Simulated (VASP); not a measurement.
Write the native input for VASP 6.6.1 that does the following.

| Property | Result |
| --- | --- |
| Task | single point |
| Functional | PBE |
| Potentials or basis | VASP PAW PBE potentials, release 64 (Pt, Se) |
| Cutoff | 520 eV |
| k mesh | 14 × 14 × 9 |
| Occupations | fermi-dirac, width 0.05 eV |
| Spin | no spin polarisation |
| Dipole correction | no |
| Further INCAR settings | ALGO = Normal; EDIFF = 1e-07; NBANDS = 18 |

The structure of PtSe2 lies in POSCAR:

```
PtSe2
1.0
    3.7524881367      0.0000000000      0.0000000000
   -1.8762440683      3.2497500538      0.0000000000
    0.0000000000      0.0000000000      5.0646208386
Pt Se
1 2
Direct
    0.0000000000      0.0000000000      0.0000000000
    0.3333333333      0.6666666667      0.2564852716
    0.6666666667      0.3333333333      0.7435147284
```

These files were run (other wordings do the same):

INCAR

```
SYSTEM = PtSe2
  PREC = Accurate
  ENCUT = 520
  EDIFF = 1E-7
  ISMEAR = -1
  SIGMA = 0.05
  LREAL = .FALSE.
  LASPH = .TRUE.
  NELM = 60
  ALGO = Normal
  ISIF = 2
  LWAVE = .FALSE.
  LCHARG = .FALSE.
  GGA = PE
  NBANDS = 18
```

KPOINTS

```
regular mesh
0
G
  14 14 9
  0 0 0
```

Potentials or basis: VASP PAW PBE potentials, release 64 (Pt, Se).

Run with:

```console
$ cat potpaw_PBE.64/Pt/POTCAR potpaw_PBE.64/Se/POTCAR > POTCAR
$ mpirun -np 1 vasp_std > vasp.out
```

It gave:

```json
{
  "Pressure": "2.9 GPa",
  "Largest force": "0.006 eV/Å",
  "Band gap on the k mesh": "zero (bands 11 and 12 overlap by 0.54 eV)"
}
```

Caveat: spin-orbit coupling is left out, which moves the levels of the heavy elements.

It took 76 s on 1 thread of Intel(R) Xeon(R) 6975P-C (Granite Rapids), on a shared host, peak memory 0.33 GiB.
